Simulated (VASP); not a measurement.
# NaFeN (P6_3mc) in VASP: further runs, part 2 of 2

VASP 6.6.1. Earlier steps stand in the parts before.

### Step 3. Single point, PBEsol

This run uses another cell than the first one, of 12.38 Å³/atom.

Contents of INCAR:

```
SYSTEM = NaFeN
  PREC = Accurate
  ENCUT = 520
  EDIFF = 1E-7
  ISMEAR = -1
  SIGMA = 0.02
  LREAL = .False.
  LASPH = .True.
  NELM = 80
  ALGO = Normal
  ISIF = 2
  LWAVE = .False.
  LCHARG = .False.
  GGA = PS
  NBANDS = 29
```

Contents of KPOINTS:

```
Automatic mesh
0
Gamma
  12 12 2
  0 0 0
```

Contents of POSCAR:

```
NaFeN
1.0
    2.9646685846      0.0000000000      0.0000000000
   -1.4823342923      2.5674783081      0.0000000000
    0.0000000000      0.0000000000      9.7617748994
Na Fe N
2 2 2
Direct
    0.6666666667      0.3333333333      0.7616345625
    0.3333333333      0.6666666667      0.2616345625
    0.0000000000      0.0000000000      0.5181781838
    0.0000000000      0.0000000000      0.0181781838
    0.3333333333      0.6666666667      0.5648272536
    0.6666666667      0.3333333333      0.0648272536
```

Potentials or basis: VASP PAW PBE potentials, release 64 (Na_pv, Fe, N).

Started as:

```console
cat potpaw_PBE.64/Na_pv/POTCAR potpaw_PBE.64/Fe/POTCAR potpaw_PBE.64/N/POTCAR > POTCAR
mpirun -np 1 vasp_std > vasp.out
```

OUTCAR:

```text
SYSTEM = NaFeN
   PREC = Accurate
   ENCUT = 520
   EDIFF = 1E-7
   ISMEAR = -1
   LREAL = .False.
   LASPH = .True.
   NELM = 80
   ISIF = 2
   GGA = PS

 ion  position               nearest neighbor table
   1  0.667  0.333  0.762-   3 2.93   3 2.93   3 2.93
   2  0.333  0.667  0.262-   4 2.93   4 2.93   4 2.93
   3  0.000  0.000  0.518-   5 1.77   5 1.77   5 1.77   1 2.93   1 2.93   1 2.93
   4  0.000  0.000  0.018-   6 1.77   6 1.77   6 1.77   2 2.93   2 2.93   2 2.93
   5  0.333  0.667  0.565-   3 1.77   3 1.77   3 1.77
   6  0.667  0.333  0.065-   4 1.77   4 1.77   4 1.77

  LATTYP: Found a hexagonal cell.
 ALAT       =     2.9646685846
 C/A-ratio  =     3.2927035926

  Lattice vectors:

 A1 = (   2.9646685846,   0.0000000000,   0.0000000000)
 A2 = (  -1.4823342923,   2.5674783081,   0.0000000000)
 A3 = (   0.0000000000,   0.0000000000,   9.7617748994)

Analysis of symmetry for initial positions (statically):
=====================================================================
 Subroutine PRICEL returns:
 Original cell was already a primitive cell.

 Routine SETGRP: Setting up the symmetry group for a
 hexagonal supercell.

 Subroutine GETGRP returns: Found 12 space group operations
 (whereof  6 operations were pure point group operations)
 out of a pool of 24 trial point group operations.

The static configuration has the point symmetry C_3v.
 The point group associated with its full space group is C_6v.

Analysis of symmetry for dynamics (positions and initial velocities):
=====================================================================
 Subroutine PRICEL returns:
 Original cell was already a primitive cell.

 Routine SETGRP: Setting up the symmetry group for a
 hexagonal supercell.
[... 130 lines left out ...]
   EFERMI_NEDOS =   21; number of points for ismear=-14 and -15
   IALGO  =     38    algorithm
   IMIX   =      4    mixing-type and parameters
     AMIX     =   0.40;   BMIX     =  1.00
     AMIX_MAG =   1.60;   BMIX_MAG =  1.00
  volume/ion in A,a.u.               =      12.38        83.57
  Fermi-wavevector in a.u.,A,eV,Ry     =   1.331755  2.516652 24.130894  1.773571
  Thomas-Fermi vector in A             =   2.460742
   LORBIT       =      0    0 simple, 1 ext, 2 COOP (PROOUT), +10 PAW based schemes
   GGA     = PS    functional components
   LHFCALC =     F    Hartree Fock is set to
   AEXX    =    0.0000 exact exchange contribution
   IVDW    =     0    specifies the selected vdW correction
   LEPSILON=     F    determine dielectric tensor
   LRPA    =     F    only Hartree local field effects (RPA)
 non-spin polarized calculation
  energy-cutoff  :      520.00
  volume of cell :       74.30
 maximum number of plane-waves:      2041
 NGX is ok and might be reduce to    24
   NGX = 11   NGY = 11   NGZ = 37

 number of electron      40.0000017 magnetization

 Free energy of the ion-electron system (eV)
  ---------------------------------------------------
  ext. energy  EPLUGINS =         0.00000000
  ---------------------------------------------------
  free energy    TOTEN  =       -38.75042654 eV

  energy without entropy =      -38.75042060  energy(sigma->0) =      -38.75042357

 E-fermi :   4.2203     XC(G=0): -10.7131

 val. band max:        4.0632425549   @ k =   0.1667   0.1667   0.0000
 cond. band min:       4.3826837457   @ k =   0.3333   0.3333   0.5000
 fundamental gap:      0.3194411908
 Fermi energy:         4.2203009928

 k-point     1 :       0.0000    0.0000    0.0000
  band No.  band energies     occupation
      1     -19.9607      2.00000
      2     -19.9508      2.00000
      3     -19.9059      2.00000
      4     -19.9059      2.00000
      5     -19.9058      2.00000
      6     -19.9058      2.00000
[... 757 lines left out ...]
     28      10.6525      0.00000
     29      12.2890      0.00000

 [... further k-points ...]

------------------------ aborting loop because EDIFF is reached ----------------------------------------

  FORCE on cell =-STRESS in cart. coord.  units (eV):
  Direction    XX          YY          ZZ          XY          YZ          ZX
  --------------------------------------------------------------------------------------
  -------------------------------------------------------------------------------------
  Total        0.9050899      0.9050899      0.1188539      0.0000000      0.0000000      0.0000000
  in kB       19.5159901     19.5159901      2.5627866      0.0000000      0.0000000      0.0000000
  external PRESSURE =      13.8649223 kB  Pullay stress =       0.0000000 kB

 VOLUME and BASIS-vectors are now :
 -----------------------------------------------------------------------------
  energy-cutoff  :      520.00
  volume of cell :       74.30
      direct lattice vectors                 reciprocal lattice vectors
     2.964668585  0.000000000  0.000000000     0.337305831  0.194743612  0.000000000
    -1.482334292  2.567478308  0.000000000     0.000000000  0.389487224  0.000000000
     0.000000000  0.000000000  9.761774899     0.000000000  0.000000000  0.102440387

 POSITION                                       TOTAL-FORCE (eV/Angst)
 -----------------------------------------------------------------------------------
      1.48233      0.85583      7.43491        -0.000000     -0.000000      0.003788
     -0.00000      1.71165      2.55402         0.000000      0.000000      0.003788
      0.00000      0.00000      5.05834        -0.000000      0.000000     -0.150680
      0.00000      0.00000      0.17745         0.000000     -0.000000     -0.150680
     -0.00000      1.71165      5.51372        -0.000000     -0.000000      0.146892
      1.48233      0.85583      0.63283        -0.000000      0.000000      0.146892
 -----------------------------------------------------------------------------------
    total drift:                               -0.000000     -0.000000      0.001595

  FREE ENERGIE OF THE ION-ELECTRON SYSTEM (eV)
  ---------------------------------------------------
  free  energy   TOTEN  =       -38.7504265442 eV

  energy  without entropy=      -38.7504206015  energy(sigma->0) =      -38.75042357
```

OSZICAR:

```text
N       E                     dE             d eps       ncg     rms          rms(c)
DAV:   1     0.417746624255E+03    0.41775E+03   -0.19126E+04  2204   0.173E+03
DAV:   2     0.134834627840E+02   -0.40426E+03   -0.38430E+03  2214   0.440E+02
DAV:   3    -0.443984768390E+02   -0.57882E+02   -0.55443E+02  2810   0.169E+02
DAV:   4    -0.469782047956E+02   -0.25797E+01   -0.25610E+01  2543   0.371E+01
DAV:   5    -0.470451389115E+02   -0.66934E-01   -0.66896E-01  2560   0.609E+00    0.333E+01
DAV:   6    -0.516139914032E+02   -0.45689E+01   -0.86426E+01  3060   0.118E+02    0.355E+01
DAV:   7    -0.391276873120E+02    0.12486E+02   -0.65116E+01  2786   0.112E+02    0.109E+01
DAV:   8    -0.389189382679E+02    0.20875E+00   -0.72784E+00  2938   0.200E+01    0.327E+00
DAV:   9    -0.387630324797E+02    0.15591E+00   -0.33616E-01  3312   0.480E+00    0.143E+00
DAV:  10    -0.387533523284E+02    0.96802E-02   -0.51859E-02  3036   0.212E+00    0.564E-01
DAV:  11    -0.387509975502E+02    0.23548E-02   -0.71891E-03  2928   0.906E-01    0.212E-01
DAV:  12    -0.387504210440E+02    0.57651E-03   -0.14776E-03  3274   0.433E-01    0.932E-02
DAV:  13    -0.387504397792E+02   -0.18735E-04   -0.34354E-04  2365   0.125E-01    0.400E-02
DAV:  14    -0.387504331265E+02    0.66527E-05   -0.40727E-05  2769   0.719E-02    0.237E-02
DAV:  15    -0.387504263329E+02    0.67936E-05   -0.15122E-05  3445   0.508E-02    0.235E-03
DAV:  16    -0.387504265275E+02   -0.19459E-06   -0.15062E-06  2289   0.914E-03    0.229E-03
DAV:  17    -0.387504265442E+02   -0.16756E-07   -0.28838E-08  1207   0.245E-03
   1 F= -.38750427E+02 E0= -.38750424E+02  d E =-.594268E-05
```

stdout:

```text
POSCAR found type information on POSCAR NaFeN
 POSCAR found :  3 types and       6 ions
 scaLAPACK will be used
 -----------------------------------------------------------------------------
|                                                                             |
|                                                                             |
|     You enforced a specific xc type in the INCAR file but a different       |
|     I HOPE YOU KNOW WHAT YOU ARE DOING!                                     |
|                                                                             |
 -----------------------------------------------------------------------------

 LDA part: xc-table for (Slater+PW92), standard interpolation
 POSCAR, INCAR and KPOINTS ok, starting setup
 FFT: planning ... GRIDC
 FFT: planning ... GRID_SOFT
 FFT: planning ... GRID
 WAVECAR not read
 entering main loop
```

Run time: 2 min. Hardware: 1 thread of Oxide Virtual Turin-like, shared host; peak memory 0.21 GiB.

What came out:

```yaml
Free_energy: -38.7504 eV
Pressure: 1.4 GPa
Largest_force: 0.151 eV/Å
Band_gap_on_the_k_mesh: 0.32 eV (least direct gap 0.67 eV)
```

Forces in eV/Å, atoms in the order of the input:
```
Na   0.000  0.000  0.004
Na   0.000  0.000  0.004
Fe   0.000  0.000 -0.151
Fe   0.000  0.000 -0.151
N    0.000  0.000  0.147
N    0.000  0.000  0.147
```

Caveat: semilocal functionals underestimate gaps, and a narrow one can read as zero; the PAW data sets were made with another functional, which shifts forces and pressure a little. A k mesh can miss the band edges.

### Step 4. Single point, PBE

This run uses another cell than the first one, of 12.42 Å³/atom.

Contents of INCAR:

```
SYSTEM = NaFeN
  PREC = Accurate
  ENCUT = 520
  EDIFF = 1E-7
  ISMEAR = -1
  SIGMA = 0.02
  LREAL = .False.
  LASPH = .True.
  NELM = 60
  ALGO = Normal
  ISIF = 2
  LWAVE = .False.
  LCHARG = .True.
  GGA = PE
  LELF = .True.
  LVHAR = .True.
  NBANDS = 29
```

Contents of KPOINTS:

```
regular mesh
0
Gamma
  12 12 4
  0 0 0
```

Contents of POSCAR:

```
NaFeN
1.0
    2.9738495534      0.0000000000      0.0000000000
   -1.4869247767      2.5754292603      0.0000000000
    0.0000000000      0.0000000000      9.7327210720
Na Fe N
2 2 2
Direct
    0.6666666667      0.3333333333      0.7608134567
    0.3333333333      0.6666666667      0.2608134567
    0.0000000000      0.0000000000      0.5182365476
    0.0000000000      0.0000000000      0.0182365476
    0.3333333333      0.6666666667      0.5655899957
    0.6666666667      0.3333333333      0.0655899957
```

Potentials or basis: VASP PAW PBE potentials, release 64 (Na_pv, Fe, N).

Started as:

```console
cat potpaw_PBE.64/Na_pv/POTCAR potpaw_PBE.64/Fe/POTCAR potpaw_PBE.64/N/POTCAR > POTCAR
mpirun -np 1 vasp_std > vasp.out
```

OUTCAR:

```text
SYSTEM = NaFeN
   PREC = Accurate
   ENCUT = 520
   EDIFF = 1E-7
   ISMEAR = -1
   LREAL = .False.
   LASPH = .True.
   NELM = 60
   ISIF = 2
   GGA = PE

 ion  position               nearest neighbor table
   1  0.667  0.333  0.761-   3 2.92   3 2.92   3 2.92
   2  0.333  0.667  0.261-   4 2.92   4 2.92   4 2.92
   3  0.000  0.000  0.518-   5 1.78   5 1.78   5 1.78   1 2.92   1 2.92   1 2.92
   4  0.000  0.000  0.018-   6 1.78   6 1.78   6 1.78   2 2.92   2 2.92   2 2.92
   5  0.333  0.667  0.566-   3 1.78   3 1.78   3 1.78
   6  0.667  0.333  0.066-   4 1.78   4 1.78   4 1.78

  LATTYP: Found a hexagonal cell.
 ALAT       =     2.9738495534
 C/A-ratio  =     3.2727684764

  Lattice vectors:

 A1 = (   2.9738495534,   0.0000000000,   0.0000000000)
 A2 = (  -1.4869247767,   2.5754292603,   0.0000000000)
 A3 = (   0.0000000000,   0.0000000000,   9.7327210720)

Analysis of symmetry for initial positions (statically):
=====================================================================
 Subroutine PRICEL returns:
 Original cell was already a primitive cell.

 Routine SETGRP: Setting up the symmetry group for a
 hexagonal supercell.

 Subroutine GETGRP returns: Found 12 space group operations
 (whereof  6 operations were pure point group operations)
 out of a pool of 24 trial point group operations.

The static configuration has the point symmetry C_3v.
 The point group associated with its full space group is C_6v.

Analysis of symmetry for dynamics (positions and initial velocities):
=====================================================================
 Subroutine PRICEL returns:
 Original cell was already a primitive cell.

 Routine SETGRP: Setting up the symmetry group for a
 hexagonal supercell.
[... 130 lines left out ...]
   EFERMI_NEDOS =   21; number of points for ismear=-14 and -15
   IALGO  =     38    algorithm
   IMIX   =      4    mixing-type and parameters
     AMIX     =   0.40;   BMIX     =  1.00
     AMIX_MAG =   1.60;   BMIX_MAG =  1.00
  volume/ion in A,a.u.               =      12.42        83.84
  Fermi-wavevector in a.u.,A,eV,Ry     =   1.330334  2.513966 24.079417  1.769787
  Thomas-Fermi vector in A             =   2.459428
   LORBIT       =      0    0 simple, 1 ext, 2 COOP (PROOUT), +10 PAW based schemes
   GGA     = PE    functional components
   LHFCALC =     F    Hartree Fock is set to
   AEXX    =    0.0000 exact exchange contribution
   IVDW    =     0    specifies the selected vdW correction
   LEPSILON=     F    determine dielectric tensor
   LRPA    =     F    only Hartree local field effects (RPA)
 non-spin polarized calculation
  energy-cutoff  :      520.00
  volume of cell :       74.54
 maximum number of plane-waves:      2046
 NGX is ok and might be reduce to    24
   NGX = 11   NGY = 11   NGZ = 37

 number of electron      40.0000025 magnetization

 Free energy of the ion-electron system (eV)
  ---------------------------------------------------
  ext. energy  EPLUGINS =         0.00000000
  ---------------------------------------------------
  free energy    TOTEN  =       -36.23653636 eV

  energy without entropy =      -36.23653254  energy(sigma->0) =      -36.23653445

 E-fermi :   4.3077     XC(G=0): -10.5587

 val. band max:        4.1513289114   @ k =   0.1667   0.1667   0.0000
 cond. band min:       4.4798618634   @ k =   0.3333   0.3333   0.5000
 fundamental gap:      0.3285329520
 Fermi energy:         4.3077255341

 k-point     1 :       0.0000    0.0000    0.0000
  band No.  band energies     occupation
      1     -20.0491      2.00000
      2     -20.0398      2.00000
      3     -20.0007      2.00000
      4     -20.0007      2.00000
      5     -20.0006      2.00000
      6     -20.0006      2.00000
[... 757 lines left out ...]
     28      11.0669      0.00000
     29      12.0191      0.00000

 [... further k-points ...]

------------------------ aborting loop because EDIFF is reached ----------------------------------------

  FORCE on cell =-STRESS in cart. coord.  units (eV):
  Direction    XX          YY          ZZ          XY          YZ          ZX
  --------------------------------------------------------------------------------------
  -------------------------------------------------------------------------------------
  Total        2.7394233      2.7394233      1.3682035      0.0000000      0.0000000      0.0000000
  in kB       58.8798689     58.8798689     29.4075180      0.0000000      0.0000000      0.0000000
  external PRESSURE =      49.0557519 kB  Pullay stress =       0.0000000 kB

 VOLUME and BASIS-vectors are now :
 -----------------------------------------------------------------------------
  energy-cutoff  :      520.00
  volume of cell :       74.54
      direct lattice vectors                 reciprocal lattice vectors
     2.973849553  0.000000000  0.000000000     0.336264489  0.194142393  0.000000000
    -1.486924777  2.575429260  0.000000000     0.000000000  0.388284786  0.000000000
     0.000000000  0.000000000  9.732721072     0.000000000  0.000000000  0.102746189

 POSITION                                       TOTAL-FORCE (eV/Angst)
 -----------------------------------------------------------------------------------
      1.48692      0.85848      7.40479         0.000000      0.000000      0.094660
     -0.00000      1.71695      2.53842         0.000000      0.000000      0.094660
      0.00000      0.00000      5.04385        -0.000000      0.000000     -0.291421
      0.00000      0.00000      0.17749         0.000000      0.000000     -0.291421
     -0.00000      1.71695      5.50473         0.000000      0.000000      0.196762
      1.48692      0.85848      0.63837        -0.000000     -0.000000      0.196762
 -----------------------------------------------------------------------------------
    total drift:                                0.000000      0.000000     -0.000785

  FREE ENERGIE OF THE ION-ELECTRON SYSTEM (eV)
  ---------------------------------------------------
  free  energy   TOTEN  =       -36.2365363575 eV

  energy  without entropy=      -36.2365325436  energy(sigma->0) =      -36.23653445
```

OSZICAR:

```text
N       E                     dE             d eps       ncg     rms          rms(c)
DAV:   1     0.423299674595E+03    0.42330E+03   -0.19065E+04  3306   0.173E+03
DAV:   2     0.172057119795E+02   -0.40609E+03   -0.38508E+03  3336   0.439E+02
DAV:   3    -0.420008980001E+02   -0.59207E+02   -0.56617E+02  4199   0.170E+02
DAV:   4    -0.446230945634E+02   -0.26222E+01   -0.26033E+01  3730   0.375E+01
DAV:   5    -0.446932626276E+02   -0.70168E-01   -0.70140E-01  3877   0.626E+00    0.323E+01
DAV:   6    -0.491630191884E+02   -0.44698E+01   -0.85111E+01  4578   0.116E+02    0.361E+01
DAV:   7    -0.364853637057E+02    0.12678E+02   -0.64027E+01  4172   0.110E+02    0.104E+01
DAV:   8    -0.363900611542E+02    0.95303E-01   -0.71689E+00  4351   0.193E+01    0.317E+00
DAV:   9    -0.362453944847E+02    0.14467E+00   -0.32670E-01  4842   0.462E+00    0.132E+00
DAV:  10    -0.362385937513E+02    0.68007E-02   -0.45894E-02  4465   0.198E+00    0.537E-01
DAV:  11    -0.362369395164E+02    0.16542E-02   -0.65222E-03  4407   0.870E-01    0.179E-01
DAV:  12    -0.362365213935E+02    0.41812E-03   -0.12823E-03  4885   0.412E-01    0.860E-02
DAV:  13    -0.362365494148E+02   -0.28021E-04   -0.25764E-04  4244   0.137E-01    0.389E-02
DAV:  14    -0.362365417834E+02    0.76315E-05   -0.40334E-05  3790   0.797E-02    0.216E-02
DAV:  15    -0.362365362208E+02    0.55626E-05   -0.13744E-05  5371   0.464E-02    0.210E-03
DAV:  16    -0.362365363645E+02   -0.14370E-06   -0.11816E-06  3977   0.943E-03    0.253E-03
DAV:  17    -0.362365363575E+02    0.70168E-08   -0.44745E-08  1908   0.336E-03
   1 F= -.36236536E+02 E0= -.36236534E+02  d E =-.381389E-05
```

stdout:

```text
POSCAR found type information on POSCAR NaFeN
 POSCAR found :  3 types and       6 ions
 scaLAPACK will be used
 LDA part: xc-table for (Slater+PW92), standard interpolation
 POSCAR, INCAR and KPOINTS ok, starting setup
 FFT: planning ... GRIDC
 FFT: planning ... GRID_SOFT
 FFT: planning ... GRID
 WAVECAR not read
 entering main loop
```

It took 2.3 min on 1 thread of Oxide Virtual Turin-like, shared host; peak memory 0.23 GiB.

Results:

| Property | Result |
| --- | --- |
| Free energy | -36.2365 eV |
| Pressure | 4.9 GPa |
| Largest force | 0.291 eV/Å |
| Band gap on the k mesh | 0.33 eV (least direct gap 0.67 eV) |

Forces on the atoms (eV/Å):
```
Na   0.000  0.000  0.095
Na   0.000  0.000  0.095
Fe   0.000  0.000 -0.291
Fe   0.000  0.000 -0.291
N    0.000  0.000  0.197
N    0.000  0.000  0.197
```

Stress tensor (GPa, compression positive):
```
5.89 0.00 0.00
0.00 5.89 0.00
0.00 0.00 2.94
```

Levels at points of the mesh, in eV from the valence-band top:
| k point | band 18 | band 19 | band 20 | band 21 | band 22 | band 23 |
| --- | --- | --- | --- | --- | --- | --- |
| (0.00, 0.00, 0.00) | -0.64 | -0.63 | -0.63 | 1.79 | 2.50 | 4.14 |
| (0.50, 0.00, 0.00) | -0.82 | -0.61 | -0.60 | 0.84 | 0.94 | 1.52 |
| (0.00, 0.00, 0.50) | -0.64 | -0.64 | -0.64 | 2.04 | 2.04 | 4.14 |
| (0.50, 0.00, 0.50) | -0.89 | -0.60 | -0.60 | 0.89 | 0.89 | 1.52 |

Caveat: the cell stands under pressure; semilocal functionals underestimate gaps, and a narrow one can read as zero.

### Step 5. Overview

| level | potentials or basis | cell | k mesh | gap on the mesh (eV) | pressure (GPa) | largest force (eV/Å) |
| --- | --- | --- | --- | --- | --- | --- |
| LDA | VASP PAW LDA potentials, release 64 (Na_pv, Fe, N) | a = 2.937, b = 2.937, c = 9.556 Å, angles 90.0, 90.0, 120.0°, 6 atoms, atomic positions A | 12 × 12 × 2 | 0.31 | 1.7 | 0.18 |
| PBEsol | VASP PAW PBE potentials, release 64 (Na_pv, Fe, N) | a = 2.965, b = 2.965, c = 9.762 Å, angles 90.0, 90.0, 120.0°, 6 atoms, atomic positions B | 12 × 12 × 2 | 0.32 | 1.4 | 0.15 |
| PBE | VASP PAW PBE potentials, release 64 (Na_pv, Fe, N) | a = 2.974, b = 2.974, c = 9.733 Å, angles 90.0, 90.0, 120.0°, 6 atoms, atomic positions C | 12 × 12 × 4 | 0.33 | 4.9 | 0.29 |

Alike in all rows: task single point; no spin polarisation; cutoff (eV) 520; smearing fermi-dirac 0.02 eV.

Caveats: semilocal functionals underestimate gaps, and a narrow one can read as zero; the PAW data sets were made with another functional, which shifts forces and pressure a little (at least some runs); the cell stands under pressure (at least some runs).

Total energies depend on the potentials used, so only differences within one code and one set of settings carry meaning.
